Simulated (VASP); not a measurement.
# TiC (Fm-3m) in VASP: notebook

Runs on TiC. Level: PBE. Tasks: vibrations by perturbation theory, elastic constants.

Everything below comes from runs of VASP 6.6.1. Logs are shortened: lines on timing, memory, paths and dates and some standing lists are left out, and cuts for length are marked.

## Step 1: The cell of the first run

Symmetry: Fm-3m, No. 225, cubic system. The conventional cell has a = 4.304 Å, b = 4.304 Å, c = 4.304 Å, α = 90.00°, β = 90.00°, γ = 90.00°. Within 2.8 Å of Ti (site symmetry m-3m) lie 6 C at 2.15 Å. Within 2.8 Å of C (site symmetry m-3m) lie 6 Ti at 2.15 Å.

## Step 2: Vibrations by perturbation theory, PBE (9.97 Å³/atom)

Input file INCAR:

```
  PREC = Accurate
  ENCUT = 520
  EDIFF = 1E-8
  ISMEAR = -1
  SIGMA = 0.15
  LREAL = F
  LASPH = T
  NELM = 100
  ALGO = Normal
  ISIF = 2
  LWAVE = F
  LCHARG = T
  GGA = PE
  IBRION = 8
  NSW = 1
```

Input file KPOINTS:

```
regular mesh
0
Gamma
  16 16 16
```

Input file POSCAR:

```
TiC
1.0
    0.0000000000      2.1521188022      2.1521188022
    2.1521188022      0.0000000000      2.1521188022
    2.1521188022      2.1521188022      0.0000000000
Ti C
1 1
Direct
    0.0000000000      0.0000000000      0.0000000000
    0.5000000000      0.5000000000      0.5000000000
```

Potentials or basis: VASP PAW PBE potentials, release 64 (Ti_sv, C).

On the command line:

```sh
cat potpaw_PBE.64/Ti_sv/POTCAR potpaw_PBE.64/C/POTCAR > POTCAR
mpirun -np 1 vasp_std > vasp.out
```

OUTCAR:

```text
PREC = Accurate
   ENCUT = 520
   EDIFF = 1E-8
   ISMEAR = -1
   LREAL = F
   LASPH = T
   NELM = 100
   ISIF = 2
   GGA = PE
   IBRION = 8
   NSW = 1

 ion  position               nearest neighbor table
   1  0.000  0.000  0.000-   2 2.15   2 2.15   2 2.15   2 2.15   2 2.15   2 2.15
   2  0.500  0.500  0.500-   1 2.15   1 2.15   1 2.15   1 2.15   1 2.15   1 2.15

  LATTYP: Found a face centered cubic cell.
 ALAT       =     4.3042376044

  Lattice vectors:

 A1 = (   0.0000000000,   2.1521188022,   2.1521188022)
 A2 = (   2.1521188022,   0.0000000000,   2.1521188022)
 A3 = (   2.1521188022,   2.1521188022,   0.0000000000)

Analysis of symmetry for initial positions (statically):
=====================================================================
 Subroutine PRICEL returns:
 Original cell was already a primitive cell.

 Routine SETGRP: Setting up the symmetry group for a
 face centered cubic supercell.

 Subroutine GETGRP returns: Found 48 space group operations
 (whereof 48 operations were pure point group operations)
 out of a pool of 48 trial point group operations.

The static configuration has the point symmetry O_h .

Analysis of symmetry for dynamics (positions and initial velocities):
=====================================================================
 Subroutine PRICEL returns:
 Original cell was already a primitive cell.

 Routine SETGRP: Setting up the symmetry group for a
 face centered cubic supercell.

 Subroutine GETGRP returns: Found 48 space group operations
 (whereof 48 operations were pure point group operations)
 out of a pool of 48 trial point group operations.

The dynamic configuration has the point symmetry O_h .

 Subroutine INISYM returns: Found 48 space group operations
 (whereof 48 operations are pure point group operations),
 and found     1 'primitive' translations

----------------------------------------------------------------------------------------

                                     Primitive cell

  volume of cell :      19.9356

  direct lattice vectors                    reciprocal lattice vectors
     0.000000000  2.152118802  2.152118802    -0.232329182  0.232329182  0.232329182
     2.152118802  0.000000000  2.152118802     0.232329182 -0.232329182  0.232329182
     2.152118802  2.152118802  0.000000000     0.232329182  0.232329182 -0.232329182

  length of vectors
     3.043555598  3.043555598  3.043555598     0.402405947  0.402405947  0.402405947

  position of ions in fractional coordinates (direct lattice)
     0.000000000  0.000000000  0.000000000
     0.500000000  0.500000000  0.500000000

  ion indices of the primitive-cell ions
   primitive index   ion index
                 1           1
                 2           2

----------------------------------------------------------------------------------------

 KPOINTS: regular mesh

Automatic generation of k-mesh.
 Grid dimensions read from file:
 generate k-points for:   16   16   16

 Generating k-lattice:

  Cartesian coordinates                     Fractional coordinates (reciprocal lattice)
    -0.014520574  0.014520574  0.014520574     0.062500000  0.000000000  0.000000000
     0.014520574 -0.014520574  0.014520574     0.000000000  0.062500000  0.000000000
     0.014520574  0.014520574 -0.014520574     0.000000000  0.000000000  0.062500000

  Length of vectors
     0.025150372  0.025150372  0.025150372

  Shift w.r.t. Gamma in fractional coordinates (k-lattice)
     0.000000000  0.000000000  0.000000000

 Subroutine IBZKPT returns following result:
 ===========================================

 Found    145 irreducible k-points:

[... 80 lines left out ...]
   NGX = 11   NGY = 11   NGZ = 11

--------------------------------------- Ionic step        1  -------------------------------------------

 number of electron      16.0000003 magnetization

 Free energy of the ion-electron system (eV)
  ---------------------------------------------------
  ext. energy  EPLUGINS =         0.00000000
  ---------------------------------------------------
  free energy    TOTEN  =       -18.71353517 eV

  energy without entropy =      -18.68904400  energy(sigma->0) =      -18.70128959

 E-fermi :   9.6325     XC(G=0): -12.7962

 val. band max:        9.6282703614   @ k =   0.1250   0.1250   0.0000
 cond. band min:       9.6369913236   @ k =   0.1250   0.0625   0.0000
 fundamental gap:      0.0087209622
 Fermi energy:         9.6324605661

 k-point     1 :       0.0000    0.0000    0.0000
  band No.  band energies     occupation
      1     -46.8954      2.00000
      2     -22.9094      2.00000
      3     -22.9094      2.00000
      4     -22.9094      2.00000
      5      -2.8508      2.00000
      6      10.3380      0.01797
      7      10.3380      0.01797
      8      10.3380      0.01797
      9      11.3353      0.00002
     10      11.3353      0.00002
     11      11.3354      0.00002
     12      11.3913      0.00002
[... 331 lines left out ...]
 k-point    24 :      -0.0625    0.0625    0.0000
  band No.  band energies     occupation
      1     -46.8875      2.00000
      2     -22.9595      2.00000
      3     -22.9233      2.00000
      4     -22.9106      2.00000
      5      -2.6120      2.00000
      6       9.4120      1.62609
      7       9.5999      1.10817
      8       9.6033      1.09701
      9      10.4516      0.00846
     10      11.0444      0.00016
     11      11.9396      0.00000
     12      12.5217      0.00000

 [... further k-points ...]

------------------------ aborting loop because EDIFF is reached ----------------------------------------

  FORCE on cell =-STRESS in cart. coord.  units (eV):
  Direction    XX          YY          ZZ          XY          YZ          ZX
  --------------------------------------------------------------------------------------
  -------------------------------------------------------------------------------------
  Total        0.6819210      0.6819210      0.6819210      0.0000000     -0.0000000      0.0000000
  in kB       54.8044658     54.8044658     54.8044658      0.0000000     -0.0000000      0.0000000
  external PRESSURE =      54.8044658 kB  Pullay stress =       0.0000000 kB

 VOLUME and BASIS-vectors are now :
 -----------------------------------------------------------------------------
  energy-cutoff  :      520.00
  volume of cell :       19.94
      direct lattice vectors                 reciprocal lattice vectors
     0.000000000  2.152118802  2.152118802    -0.232329182  0.232329182  0.232329182
     2.152118802  0.000000000  2.152118802     0.232329182 -0.232329182  0.232329182
     2.152118802  2.152118802  0.000000000     0.232329182  0.232329182 -0.232329182

 POSITION                                       TOTAL-FORCE (eV/Angst)
 -----------------------------------------------------------------------------------
      0.00000      0.00000      0.00000         0.000000     -0.000000      0.000000
      2.15212      2.15212      2.15212        -0.000000      0.000000     -0.000000
 -----------------------------------------------------------------------------------
    total drift:                                0.000000     -0.000000     -0.000000

  FREE ENERGIE OF THE ION-ELECTRON SYSTEM (eV)
  ---------------------------------------------------
  free  energy   TOTEN  =       -18.7135351688 eV

  energy  without entropy=      -18.6890440048  energy(sigma->0) =      -18.70128959

[... ionic steps 2 to 3 ...]

--------------------------------------- Ionic step        4  -------------------------------------------

------------------------ aborting loop because EDIFF is reached ----------------------------------------

[... ionic steps 5 to 6 ...]

--------------------------------------- Ionic step        7  -------------------------------------------

 Free energy of the ion-electron system (eV)
  ---------------------------------------------------
  ---------------------------------------------------
  free energy    TOTEN  =        -0.11919121 eV

  energy without entropy =       -0.11919121

------------------------ aborting loop because EDIFF is reached ----------------------------------------

 INTERNAL STRAIN TENSOR  FOR ION    2  DIRECTION 1   (eV/Angst):
 -----------------------------------------------------------------------------
    -0.01067  0.00000 -0.00000
     0.00000  0.00420 -0.00000
     0.00000 -0.00000  0.00420

 INTERNAL STRAIN TENSOR FOR ION    2 for displacements in x,y,z  (eV/Angst):
          X           Y           Z          XY          YZ          ZX
  --------------------------------------------------------------------------------
  x     0.00000     0.00000     0.00000     0.00000     0.00000     0.00000
  y     0.00000     0.00000     0.00000     0.00000     0.00000     0.00000
  z     0.00000     0.00000     0.00000     0.00000     0.00000     0.00000

 SECOND DERIVATIVES (NOT SYMMETRIZED)
 ------------------------------------
               1X          1Y          1Z          2X          2Y          2Z
  1X   -10.168695    0.000000    0.000000   10.168695    0.000000    0.000000
  1Y     0.000000  -10.168695    0.000000    0.000000   10.168695    0.000000
  1Z     0.000000    0.000000  -10.168695    0.000000    0.000000   10.168695
  2X    10.105798    0.000000    0.000000  -10.105798    0.000000    0.000000
  2Y     0.000000   10.105798    0.000000    0.000000  -10.105798    0.000000
  2Z     0.000000    0.000000   10.105798    0.000000    0.000000  -10.105798

 Eigenvectors and eigenvalues of the dynamical matrix
 ----------------------------------------------------

   1 f  =   16.048016 THz   100.832661 2PiTHz  535.304208 cm-1    66.369233 meV
             X         Y         Z           dx          dy          dz
      0.000000  0.000000  0.000000     0.448938   -0.000000   -0.000000
      2.152119  2.152119  2.152119    -0.893563   -0.000000   -0.000000
[... 21 lines left out ...]
   6 f/i=    0.019972 THz     0.125486 2PiTHz    0.666182 cm-1     0.082596 meV
             X         Y         Z           dx          dy          dz
      0.000000  0.000000  0.000000    -0.420114    0.746489   -0.254388
      2.152119  2.152119  2.152119    -0.211071    0.375046   -0.127808

--------------------------------------------------------------------------------------------------------

 ELASTIC MODULI CONTR FROM IONIC RELAXATION (kBar)
 Direction    XX          YY          ZZ          XY          YZ          ZX
 --------------------------------------------------------------------------------
 XX           0.0000      0.0000      0.0000      0.0000      0.0000      0.0000
 YY           0.0000      0.0000      0.0000      0.0000      0.0000      0.0000
 ZZ           0.0000      0.0000      0.0000      0.0000      0.0000      0.0000
 XY           0.0000      0.0000      0.0000      0.0000      0.0000      0.0000
 YZ           0.0000      0.0000      0.0000      0.0000      0.0000      0.0000
 ZX           0.0000      0.0000      0.0000      0.0000      0.0000      0.0000
 --------------------------------------------------------------------------------
```

Run time: 9.7 min. Hardware: 1 thread of Intel Xeon 8259CL, shared host; peak memory 0.33 GiB.

What came out:

```
Highest phonon frequency at Γ : 535 cm⁻¹
```

Phonon frequencies in cm⁻¹ (negative: imaginary):
```csv
q point,frequencies
"(0.000, 0.000, 0.000)",-1 -1 -1 535 535 535
```

Caveat: the cell stands under pressure or tension, which shifts response properties.

(Continued in part 2 of 2.)
